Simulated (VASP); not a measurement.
# In (P-3m1) in VASP: relaxation of cell and atoms with PBE

Aim: the relaxation of cell and atoms of In with PBE.

Program: VASP 6.6.1. These are calculated values, not measurements. Logs are shortened: lines on timing, memory, paths and dates and some standing lists are left out, and cuts for length are marked.

## 1. The cell of the first run

The structure is trigonal, space group P-3m1 (No. 164). The conventional cell has a = 3.418 Å, b = 3.418 Å, c = 19.063 Å, α = 90.00°, β = 90.00°, γ = 120.00°. In (site symmetry 3m) has 12 In at 3.35 to 3.42 Å within 4.4 Å. In (site symmetry 3m) has 12 In at 3.36 to 3.42 Å within 4.4 Å. Within 4.4 Å of In (site symmetry 3m) lie 12 In at 3.35 to 3.42 Å. In (site symmetry -3m) has 12 In at 3.36 to 3.42 Å within 4.4 Å.

The cell was built from a structure type or drawn by symmetry, and may not be a known phase.

## 2. Relaxation of cell and atoms, PBE

Input file INCAR:

```
SYSTEM = In
  ALGO = Fast
  EDIFF = 1E-7
  EDIFFG = -0.01
  ENCUT = 600
  GGA = PE
  IBRION = 2
  ISIF = 3
  ISMEAR = 0
  LASPH = .TRUE.
  LCHARG = .FALSE.
  LREAL = .FALSE.
  LWAVE = .FALSE.
  NELM = 80
  NSW = 100
  PREC = Accurate
  SIGMA = 0.1
```

Input file KPOINTS:

```
k-points
0
G
  12 12 2
  0 0 0
```

Input file POSCAR:

```
In
1.0
    3.4182124000      0.0000000000      0.0000000000
   -1.7091062000      2.9602588000      0.0000000000
    0.0000000000      0.0000000000     19.0626829000
In
7
Direct
    0.0000000000      0.0000000000      0.7850550000
    0.3333333000      0.6666667000      0.9277780000
    0.6666667000      0.3333333000      0.0722220000
    0.0000000000      0.0000000000      0.2149450000
    0.6666667000      0.3333333000      0.3570500000
    0.0000000000      0.0000000000      0.5000000000
    0.3333333000      0.6666667000      0.6429500000
```

Potentials or basis: VASP PAW PBE potentials, release 64 (In_d).

Command:

```sh
$ cat potpaw_PBE.64/In_d/POTCAR > POTCAR
$ mpirun -np 1 vasp_std > vasp.out
```

OUTCAR:

```text
SYSTEM = In
   EDIFF = 1E-7
   EDIFFG = -0.01
   ENCUT = 600
   GGA = PE
   IBRION = 2
   ISIF = 3
   ISMEAR = 0
   LASPH = .TRUE.
   LREAL = .FALSE.
   NELM = 80
   NSW = 100
   PREC = Accurate

 ion  position               nearest neighbor table
   1  0.000  0.000  0.785-   7 3.35   7 3.35   7 3.35   2 3.36   2 3.36   2 3.36
   2  0.333  0.667  0.928-   1 3.36   1 3.36   1 3.36   3 3.39   3 3.39   3 3.39
   3  0.667  0.333  0.072-   4 3.36   4 3.36   4 3.36   2 3.39   2 3.39   2 3.39
   4  0.000  0.000  0.215-   5 3.35   5 3.35   5 3.35   3 3.36   3 3.36   3 3.36
   5  0.667  0.333  0.357-   4 3.35   4 3.35   4 3.35   6 3.36   6 3.36   6 3.36
   6  0.000  0.000  0.500-   5 3.36   7 3.36   5 3.36   7 3.36   5 3.36   7 3.36
   7  0.333  0.667  0.643-   1 3.35   1 3.35   1 3.35   6 3.36   6 3.36   6 3.36

  LATTYP: Found a hexagonal cell.
 ALAT       =     3.4182124000
 C/A-ratio  =     5.5767988262

  Lattice vectors:

 A1 = (   3.4182124000,   0.0000000000,   0.0000000000)
 A2 = (  -1.7091062000,   2.9602588000,   0.0000000000)
 A3 = (   0.0000000000,   0.0000000000,  19.0626829000)

Analysis of symmetry for initial positions (statically):
=====================================================================
 Subroutine PRICEL returns:
 Original cell was already a primitive cell.

 Routine SETGRP: Setting up the symmetry group for a
 hexagonal supercell.

 Subroutine GETGRP returns: Found 12 space group operations
 (whereof 12 operations were pure point group operations)
 out of a pool of 24 trial point group operations.

The static configuration has the point symmetry D_3d.

Analysis of symmetry for dynamics (positions and initial velocities):
=====================================================================
 Subroutine PRICEL returns:
 Original cell was already a primitive cell.

 Routine SETGRP: Setting up the symmetry group for a
 hexagonal supercell.

 Subroutine GETGRP returns: Found 12 space group operations
 (whereof 12 operations were pure point group operations)
 out of a pool of 24 trial point group operations.

The dynamic configuration has the point symmetry D_3d.

 Subroutine INISYM returns: Found 12 space group operations
 (whereof 12 operations are pure point group operations),
 and found     1 'primitive' translations

----------------------------------------------------------------------------------------

                                     Primitive cell

  volume of cell :     192.8913

  direct lattice vectors                    reciprocal lattice vectors
     3.418212400  0.000000000  0.000000000     0.292550574  0.168904151  0.000000000
    -1.709106200  2.960258800  0.000000000     0.000000000  0.337808302  0.000000000
     0.000000000  0.000000000 19.062682900     0.000000000  0.000000000  0.052458513

  length of vectors
     3.418212400  3.418212423 19.062682900     0.337808305  0.337808302  0.052458513

  position of ions in fractional coordinates (direct lattice)
     0.000000000  0.000000000  0.785055000
     0.333333300  0.666666700  0.927778000
     0.666666700  0.333333300  0.072222000
     0.000000000  0.000000000  0.214945000
     0.666666700  0.333333300  0.357050000
     0.000000000  0.000000000  0.500000000
     0.333333300  0.666666700  0.642950000

  ion indices of the primitive-cell ions
   primitive index   ion index
                 1           1
                 2           2
                 3           3
                 4           4
                 5           5
                 6           6
                 7           7

----------------------------------------------------------------------------------------

 KPOINTS: k-points

Automatic generation of k-mesh.
 Grid dimensions read from file:
 generate k-points for:   12   12    2

 Generating k-lattice:

  Cartesian coordinates                     Fractional coordinates (reciprocal lattice)
     0.024379215  0.014075346  0.000000000     0.083333333  0.000000000  0.000000000
     0.000000000  0.028150692  0.000000000     0.000000000  0.083333333  0.000000000
     0.000000000  0.000000000  0.026229257     0.000000000  0.000000000  0.500000000

  Length of vectors
     0.028150692  0.028150692  0.026229257

  Shift w.r.t. Gamma in fractional coordinates (k-lattice)
     0.000000000  0.000000000  0.000000000

 Subroutine IBZKPT returns following result:
 ===========================================

 Found     38 irreducible k-points:

 Following reciprocal coordinates:
            Coordinates               Weight
  0.000000  0.000000  0.000000      1.000000
  0.083333 -0.000000  0.000000      6.000000
  0.166667  0.000000  0.000000      6.000000
  0.250000 -0.000000  0.000000      6.000000
  0.333333 -0.000000  0.000000      6.000000
  0.416667 -0.000000  0.000000      6.000000
[... 16 lines left out ...]
  0.250000 -0.000000  0.500000      6.000000
  0.333333 -0.000000  0.500000      6.000000
 [... further k-points ...]
   k-points           NKPTS =     38   k-points in BZ     NKDIM =     38   number of bands    NBANDS=     54
   number of dos      NEDOS =    301   number of ions     NIONS =      7
   total plane-waves  NPLWV = 125440
   dimension x,y,z NGX =    28 NGY =   28 NGZ =  160
   dimension x,y,z NGXF=    56 NGYF=   56 NGZF=  320
   ions per type =               7
   NGX,Y,Z   is equivalent  to a cutoff of  13.62, 13.62, 13.95 a.u.
   NGXF,Y,Z  is equivalent  to a cutoff of  27.24, 27.24, 27.91 a.u.
 SYSTEM =  In
   PREC   = accura    normal or accurate (medium, high low for compatibility)
   ISTART =      0    job   : 0-new  1-cont  2-samecut
   ICHARG =      2    charge: 1-file 2-atom 10-const
   ISPIN  =      1    spin polarized calculation?
   LNONCOLLINEAR =      F non collinear calculations
   LSORBIT =      F    spin-orbit coupling
   LASPH  =      T    aspherical Exc in radial PAW
   ENCUT  =  600.0 eV  44.10 Ry    6.64 a.u.   6.83  6.83 38.07*2*pi/ulx,y,z
   NELM   =     80;   NELMIN=  2; NELMDL= -5     # of ELM steps
   EDIFF  = 0.1E-06   stopping-criterion for ELM
   LREAL  =      F    real-space projection
   EDIFFG = -.1E-01   stopping-criterion for IOM
   NSW    =    100    number of steps for IOM
   IBRION =      2    ionic relax: 0-MD 1-quasi-New 2-CG
   NFREE  =      1    steps in history (QN), initial steepest desc. (CG)
   ISIF   =      3    stress and relaxation
   ISYM   =      2    0-nonsym 1-usesym 2-fastsym
   POTIM  = 0.5000    time-step for ionic-motion
   TEBEG  =    0.0;   TEEND  =   0.0 temperature during run
   PSTRESS=    0.0 pullay stress
   NELECT =      91.0000    total number of electrons
   NUPDOWN=      -1.0000    fix difference up-down
   EMIN   =  10.00;   EMAX   =-10.00  energy-range for DOS
   EFERMI =   0.00;   METHOD = LEGACY
   ISMEAR =     0;   SIGMA  =   0.10  broadening in eV -4-tet -1-fermi 0-gaus
   EFERMI_NEDOS =   21; number of points for ismear=-14 and -15
   IALGO  =     68    algorithm
   IMIX   =      4    mixing-type and parameters
     AMIX     =   0.40;   BMIX     =  1.00
     AMIX_MAG =   1.60;   BMIX_MAG =  1.00
  volume/ion in A,a.u.               =      27.56       185.96
  Fermi-wavevector in a.u.,A,eV,Ry     =   1.274435  2.408333 22.098375  1.624185
  Thomas-Fermi vector in A             =   2.407203
   LORBIT       =      0    0 simple, 1 ext, 2 COOP (PROOUT), +10 PAW based schemes
   GGA     = PE    functional components
   LHFCALC =     F    Hartree Fock is set to
   AEXX    =    0.0000 exact exchange contribution
   IVDW    =     0    specifies the selected vdW correction
   LEPSILON=     F    determine dielectric tensor
   LRPA    =     F    only Hartree local field effects (RPA)
 conjugate gradient relaxation of ions
 non-spin polarized calculation
 RMM-DIIS sequential band-by-band and
 Gauss-broadening in eV      SIGMA  =   0.10
  energy-cutoff  :      600.00
  volume of cell :      192.89
 maximum number of plane-waves:      6474
 NGX is ok and might be reduce to    28
   NGX = 13   NGY = 13   NGZ = 77

 number of electron      91.0000012 magnetization

 Free energy of the ion-electron system (eV)
  ---------------------------------------------------
  ext. energy  EPLUGINS =         0.00000000
  ---------------------------------------------------
  free energy    TOTEN  =       -17.91134975 eV

  energy without entropy =      -17.89772976  energy(sigma->0) =      -17.90453976

 E-fermi :   6.9454     XC(G=0): -10.0095

 val. band max:        6.8875128863   @ k =   0.2500   0.1667   0.5000
 cond. band min:       6.9720040893   @ k =   0.3333   0.0833   0.0000
 fundamental gap:      0.0844912030
 Fermi energy:         6.9454048653

 k-point     1 :       0.0000    0.0000    0.0000
  band No.  band energies     occupation
      1      -7.6830      2.00000
      2      -7.6806      2.00000
      3      -7.6540      2.00000
      4      -7.6529      2.00000
      5      -7.6407      2.00000
      6      -7.6407      2.00000
[... 46 lines left out ...]
     53      15.3739      0.00000
     54      15.4211      0.00000

 k-point     2 :       0.0833   -0.0000    0.0000
  band No.  band energies     occupation
      1      -7.6773      2.00000
      2      -7.6752      2.00000
      3      -7.6621      2.00000
      4      -7.6528      2.00000
      5      -7.6485      2.00000
      6      -7.6375      2.00000
[... 46 lines left out ...]
     53      14.3750      0.00000
     54      14.5766      0.00000

 k-point     3 :       0.1667    0.0000    0.0000
  band No.  band energies     occupation
      1      -7.6953      2.00000
      2      -7.6904      2.00000
      3      -7.6834      2.00000
      4      -7.6661      2.00000
      5      -7.6546      2.00000
      6      -7.6389      2.00000
[... 46 lines left out ...]
     53      13.3673      0.00000
     54      13.4521      0.00000
[... 1084 lines left out ...]
 k-point    23 :       0.2500   -0.0000    0.5000
  band No.  band energies     occupation
      1      -7.7338      2.00000
      2      -7.7248      2.00000
      3      -7.7086      2.00000
      4      -7.6927      2.00000
      5      -7.6606      2.00000
      6      -7.6534      2.00000
[... 46 lines left out ...]
     53      12.1200      0.00000
     54      12.5332      0.00000

 k-point    24 :       0.3333   -0.0000    0.5000
  band No.  band energies     occupation
      1      -7.7694      2.00000
      2      -7.7592      2.00000
      3      -7.7316      2.00000
      4      -7.7149      2.00000
      5      -7.6879      2.00000
      6      -7.6793      2.00000
[... 46 lines left out ...]
     53      11.3815      0.00000
     54      11.4187      0.00000

 [... further k-points ...]

------------------------ aborting loop because EDIFF is reached ----------------------------------------

  FORCE on cell =-STRESS in cart. coord.  units (eV):
  Direction    XX          YY          ZZ          XY          YZ          ZX
  --------------------------------------------------------------------------------------
  -------------------------------------------------------------------------------------
  Total        0.0259419      0.0259419     -0.0202819      0.0000000      0.0000000      0.0000000
  in kB        0.2154763      0.2154763     -0.1684634      0.0000000      0.0000000      0.0000000
  external PRESSURE =       0.0874964 kB  Pullay stress =       0.0000000 kB

 VOLUME and BASIS-vectors are now :
 -----------------------------------------------------------------------------
  energy-cutoff  :      600.00
  volume of cell :      192.89
      direct lattice vectors                 reciprocal lattice vectors
     3.418212400  0.000000000  0.000000000     0.292550574  0.168904151  0.000000000
    -1.709106200  2.960258800  0.000000000     0.000000000  0.337808302  0.000000000
     0.000000000  0.000000000 19.062682900     0.000000000  0.000000000  0.052458513

 POSITION                                       TOTAL-FORCE (eV/Angst)
 -----------------------------------------------------------------------------------
      0.00000      0.00000     14.96525        -0.000000     -0.000000     -0.002134
     -0.00000      1.97351     17.68594         0.000000      0.000000      0.003646
      1.70911      0.98675      1.37675        -0.000000     -0.000000     -0.003646
      0.00000      0.00000      4.09743        -0.000000      0.000000      0.002134
      1.70911      0.98675      6.80633         0.000000     -0.000000     -0.001279
      0.00000      0.00000      9.53134        -0.000000      0.000000      0.000000
     -0.00000      1.97351     12.25635        -0.000000      0.000000      0.001279
 -----------------------------------------------------------------------------------
    total drift:                                0.000000     -0.000000      0.000000

  FREE ENERGIE OF THE ION-ELECTRON SYSTEM (eV)
  ---------------------------------------------------
  free  energy   TOTEN  =       -17.9113497491 eV

  energy  without entropy=      -17.8977297623  energy(sigma->0) =      -17.90453976

 reached required accuracy - stopping structural energy minimisation
```

Wall time 10 min (1 thread of Oxide Virtual Turin-like, shared host); peak memory 0.51 GiB.

What came out:

- Free energy: -17.9113 eV
- Pressure after relaxing: 0.0 GPa
- Largest force after relaxing: 0.004 eV/Å
- Band gap on the k mesh: zero (an odd number of electrons rules out a gap without spin polarisation)

Forces on the atoms (eV/Å):
```
In   0.000  0.000 -0.002
In   0.000  0.000  0.004
In   0.000  0.000 -0.004
In   0.000  0.000  0.002
In   0.000  0.000 -0.001
In   0.000  0.000  0.000
In   0.000  0.000  0.001
```

Final structure:
```
In
1.0
     3.41821    0.00000    0.00000
    -1.70911    2.96026    0.00000
     0.00000    0.00000   19.06268
In
7
Direct
  0.00000 0.00000 0.78505
  0.33333 0.66667 0.92778
  0.66667 0.33333 0.07222
  0.00000 0.00000 0.21494
  0.66667 0.33333 0.35705
  0.00000 0.00000 0.50000
  0.33333 0.66667 0.64295
```

Caveat: the relaxation stopped at its first step, so nothing moved; spin-orbit coupling is left out, which moves the levels of the heavy elements.
